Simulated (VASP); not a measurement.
# CaO3 (P6/mmm) in VASP: relaxation of cell and atoms with PBE

Aim: the relaxation of cell and atoms of CaO3 with PBE.

Everything below comes from runs of VASP 6.6.1. Logs are shortened: lines on timing, memory, paths and dates and some standing lists are left out, and cuts for length are marked.

**1. The cell of the first run**

The structure is hexagonal, space group P6/mmm (No. 191). The conventional cell has a = 4.477 Å, b = 4.477 Å, c = 4.939 Å, α = 90.00°, β = 90.00°, γ = 120.00°. Ca (site symmetry 6/mmm) has 6 O at 2.24 Å within 3.0 Å. O (site symmetry mmm) has 4 O at 2.24 Å and 2 Ca at 2.24 Å within 3.0 Å.

The cell was generated, and may not be a known phase.

**2. Relaxation of cell and atoms, PBE**

The input, INCAR:

```
SYSTEM = CaO3
ALGO = Normal
EDIFF = 1E-7
EDIFFG = -0.01
ENCUT = 910
GGA = PE
GGA_COMPAT = .False.
IBRION = 2
ISIF = 3
ISMEAR = 0
LASPH = .True.
LCHARG = .False.
LREAL = .False.
LWAVE = .False.
NELM = 120
NELMIN = 4
NSW = 100
PREC = Accurate
SIGMA = 0.1
```

The input, KPOINTS:

```
k-points
0
Gamma
  12 12 10
  0 0 0
```

The input, POSCAR:

```
CaO3
1.0
    4.4767524780      0.0000000000      0.0000000000
   -2.2383762390      3.8769813724      0.0000000000
    0.0000000000      0.0000000000      4.9393847281
Ca O
1 3
Direct
    0.0000000000      0.0000000000      0.0000000000
    0.5000000000      0.0000000000      0.0000000000
    0.0000000000      0.5000000000      0.0000000000
    0.5000000000      0.5000000000      0.0000000000
```

Potentials or basis: VASP PAW PBE potentials, release 64 (Ca_sv, O_h).

The run is started by

```sh
$ cat potpaw_PBE.64/Ca_sv/POTCAR potpaw_PBE.64/O_h/POTCAR > POTCAR
$ mpirun -np 1 vasp_std > vasp.out
```

OUTCAR:

```text
SYSTEM = CaO3
   EDIFF = 1E-7
   EDIFFG = -0.01
   ENCUT = 910
   GGA = PE
   IBRION = 2
   ISIF = 3
   ISMEAR = 0
   LASPH = .True.
   LREAL = .False.
   NELM = 120
   NELMIN = 4
   NSW = 100
   PREC = Accurate

 ion  position               nearest neighbor table
   1  0.000  0.000  0.000-   3 2.24   4 2.24   3 2.24   4 2.24   2 2.24   2 2.24
   2  0.500  0.000  0.000-   1 2.24   1 2.24
   3  0.000  0.500  0.000-   1 2.24   1 2.24
   4  0.500  0.500  0.000-   1 2.24   1 2.24

  LATTYP: Found a hexagonal cell.
 ALAT       =     4.4767524780
 C/A-ratio  =     1.1033410385

  Lattice vectors:

 A1 = (   4.4767524780,   0.0000000000,   0.0000000000)
 A2 = (  -2.2383762390,   3.8769813724,   0.0000000000)
 A3 = (   0.0000000000,   0.0000000000,   4.9393847281)

Analysis of symmetry for initial positions (statically):
=====================================================================
 Subroutine PRICEL returns:
 Original cell was already a primitive cell.

 Routine SETGRP: Setting up the symmetry group for a
 hexagonal supercell.

 Subroutine GETGRP returns: Found 24 space group operations
 (whereof 24 operations were pure point group operations)
 out of a pool of 24 trial point group operations.

The static configuration has the point symmetry D_6h.

Analysis of symmetry for dynamics (positions and initial velocities):
=====================================================================
 Subroutine PRICEL returns:
 Original cell was already a primitive cell.

 Routine SETGRP: Setting up the symmetry group for a
 hexagonal supercell.

 Subroutine GETGRP returns: Found 24 space group operations
 (whereof 24 operations were pure point group operations)
 out of a pool of 24 trial point group operations.

The dynamic configuration has the point symmetry D_6h.

 Subroutine INISYM returns: Found 24 space group operations
 (whereof 24 operations are pure point group operations),
 and found     1 'primitive' translations

----------------------------------------------------------------------------------------

                                     Primitive cell

  volume of cell :      85.7294

  direct lattice vectors                    reciprocal lattice vectors
     4.476752478  0.000000000  0.000000000     0.223376210  0.128966315  0.000000000
[... 86 lines left out ...]
   LSORBIT =      F    spin-orbit coupling
   LASPH  =      T    aspherical Exc in radial PAW
   ENCUT  =  910.0 eV  66.88 Ry    8.18 a.u.  11.01 11.01 12.15*2*pi/ulx,y,z
   NELM   =    120;   NELMIN=  4; NELMDL= -5     # of ELM steps
   EDIFF  = 0.1E-06   stopping-criterion for ELM
   LREAL  =      F    real-space projection
   EDIFFG = -.1E-01   stopping-criterion for IOM
   NSW    =    100    number of steps for IOM
   IBRION =      2    ionic relax: 0-MD 1-quasi-New 2-CG
   NFREE  =      1    steps in history (QN), initial steepest desc. (CG)
   ISIF   =      3    stress and relaxation
   ISYM   =      2    0-nonsym 1-usesym 2-fastsym
   POTIM  = 0.5000    time-step for ionic-motion
   TEBEG  =    0.0;   TEEND  =   0.0 temperature during run
   PSTRESS=    0.0 pullay stress
   NELECT =      28.0000    total number of electrons
   NUPDOWN=      -1.0000    fix difference up-down
   EMIN   =  10.00;   EMAX   =-10.00  energy-range for DOS
   EFERMI =   0.00;   METHOD = LEGACY
   ISMEAR =     0;   SIGMA  =   0.10  broadening in eV -4-tet -1-fermi 0-gaus
   EFERMI_NEDOS =   21; number of points for ismear=-14 and -15
   IALGO  =     38    algorithm
   IMIX   =      4    mixing-type and parameters
     AMIX     =   0.40;   BMIX     =  1.00
     AMIX_MAG =   1.60;   BMIX_MAG =  1.00
  volume/ion in A,a.u.               =      21.43       144.63
  Fermi-wavevector in a.u.,A,eV,Ry     =   1.127416  2.130508 17.293922  1.271067
  Thomas-Fermi vector in A             =   2.264102
   LORBIT       =      0    0 simple, 1 ext, 2 COOP (PROOUT), +10 PAW based schemes
   GGA     = PE    functional components
   LHFCALC =     F    Hartree Fock is set to
   AEXX    =    0.0000 exact exchange contribution
   IVDW    =     0    specifies the selected vdW correction
   LEPSILON=     F    determine dielectric tensor
   LRPA    =     F    only Hartree local field effects (RPA)
 conjugate gradient relaxation of ions
 non-spin polarized calculation
 Gauss-broadening in eV      SIGMA  =   0.10
  energy-cutoff  :      910.00
  volume of cell :       85.73
 maximum number of plane-waves:      5384
 NGX is ok and might be reduce to    48
   NGX = 21   NGY = 21   NGZ = 25

 number of electron      28.0000004 magnetization

 Free energy of the ion-electron system (eV)
  ---------------------------------------------------
  ext. energy  EPLUGINS =         0.00000000
  ---------------------------------------------------
  free energy    TOTEN  =       -18.11786348 eV

  energy without entropy =      -18.08114944  energy(sigma->0) =      -18.09950646

 E-fermi :  -1.9167     XC(G=0):  -7.0113

 val. band max:       -1.9185911375   @ k =   0.0000   0.0000   0.1000
 cond. band min:      -1.9157667044   @ k =   0.0000   0.0000   0.0000
 fundamental gap:      0.0028244332
 Fermi energy:        -1.9167388128

 k-point     1 :       0.0000    0.0000    0.0000
  band No.  band energies     occupation
      1     -39.1594      2.00000
      2     -20.4057      2.00000
      3     -20.3230      2.00000
      4     -20.3230      2.00000
      5     -19.4879      2.00000
      6     -17.0849      2.00000
[... 481 lines left out ...]
      5     -18.3659      2.00000
      6     -17.3027      2.00000
[... 10 lines left out ...]
     17       3.0384      0.00000
     18       5.8372      0.00000

 [... further k-points ...]
[... 5 lines left out ...]
  --------------------------------------------------------------------------------------
  -------------------------------------------------------------------------------------
  Total       -0.0250574     -0.0250574      0.0370076      0.0000000      0.0000000      0.0000000
  in kB       -0.4682926     -0.4682926      0.6916265      0.0000000      0.0000000      0.0000000
  external PRESSURE =      -0.0816529 kB  Pullay stress =       0.0000000 kB

 VOLUME and BASIS-vectors are now :
 -----------------------------------------------------------------------------
  energy-cutoff  :      910.00
  volume of cell :       85.73
      direct lattice vectors                 reciprocal lattice vectors
     4.476752478  0.000000000  0.000000000     0.223376210  0.128966315  0.000000000
    -2.238376239  3.876981372  0.000000000     0.000000000  0.257932630  0.000000000
     0.000000000  0.000000000  4.939384728     0.000000000  0.000000000  0.202454365

 POSITION                                       TOTAL-FORCE (eV/Angst)
 -----------------------------------------------------------------------------------
      0.00000      0.00000      0.00000        -0.000000      0.000000      0.000000
      2.23838      0.00000      0.00000        -0.000000      0.000000      0.000000
     -1.11919      1.93849      0.00000        -0.000000      0.000000      0.000000
      1.11919      1.93849      0.00000         0.000000      0.000000      0.000000
 -----------------------------------------------------------------------------------
    total drift:                               -0.000000      0.000000      0.000000

  FREE ENERGIE OF THE ION-ELECTRON SYSTEM (eV)
  ---------------------------------------------------
  free  energy   TOTEN  =       -18.1178634838 eV

  energy  without entropy=      -18.0811494449  energy(sigma->0) =      -18.09950646

 reached required accuracy - stopping structural energy minimisation
```

CONTCAR:

```text
CaO3
   1.00000000000000
     4.4767524779999999    0.0000000000000000    0.0000000000000000
    -2.2383762389999999    3.8769813724000000    0.0000000000000000
     0.0000000000000000    0.0000000000000000    4.9393847281000003
  Ca              O
     1     3
Direct
     0.0000000000000000    0.0000000000000000    0.0000000000000000
     0.5000000000000000    0.0000000000000000    0.0000000000000000
     0.0000000000000000    0.5000000000000000    0.0000000000000000
     0.5000000000000000    0.5000000000000000    0.0000000000000000

  0.00000000E+00  0.00000000E+00  0.00000000E+00
  0.00000000E+00  0.00000000E+00  0.00000000E+00
  0.00000000E+00  0.00000000E+00  0.00000000E+00
  0.00000000E+00  0.00000000E+00  0.00000000E+00
```

It took 6 min on 1 thread of Intel Xeon Platinum 8259CL at 2.50GHz (Skylake/Cascade Lake), shared host; peak memory 0.6 GiB.

What came out:

```yaml
Free_energy: -18.1179 eV
Pressure_after_relaxing: 0.0 GPa
Band_gap_on_the_k_mesh: zero (bands 14 and 15 overlap by 0.97 eV)
```

Stress tensor (GPa, compression positive):
```
-0.05  0.00  0.00
 0.00 -0.05  0.00
 0.00  0.00  0.07
```

Final structure:
```cif
data_structure
_symmetry_space_group_name_H-M 'P 1'
_symmetry_Int_Tables_number 1
_cell_length_a 4.4768
_cell_length_b 4.4768
_cell_length_c 4.9394
_cell_angle_alpha 90.000
_cell_angle_beta 90.000
_cell_angle_gamma 120.000
_cell_volume 85.73
loop_
_atom_site_label
_atom_site_type_symbol
_atom_site_fract_x
_atom_site_fract_y
_atom_site_fract_z
_atom_site_occupancy
Ca1 Ca 0.00000 0.00000 0.00000 1
O1 O 0.50000 0.00000 0.00000 1
O2 O 0.00000 0.50000 0.00000 1
O3 O 0.50000 0.50000 0.00000 1
```

Levels at points of the mesh, in eV from the Fermi level:
```csv
k point,band 10,band 11,band 12,band 13,band 14,band 15,band 16,band 17,band 18
"(0.00, 0.00, 0.00)",-2.21,-2.06,0.00,0.00,0.79,2.05,2.05,4.01,7.43
"(0.50, 0.00, 0.00)",-1.68,-1.62,-0.84,-0.83,-0.79,-0.14,1.72,5.35,7.80
"(0.00, 0.00, 0.50)",-2.20,-2.20,-0.03,-0.03,0.79,2.05,2.05,6.09,7.00
"(0.50, 0.00, 0.50)",-1.72,-1.61,-0.88,-0.83,-0.83,-0.18,1.72,7.33,7.43
```
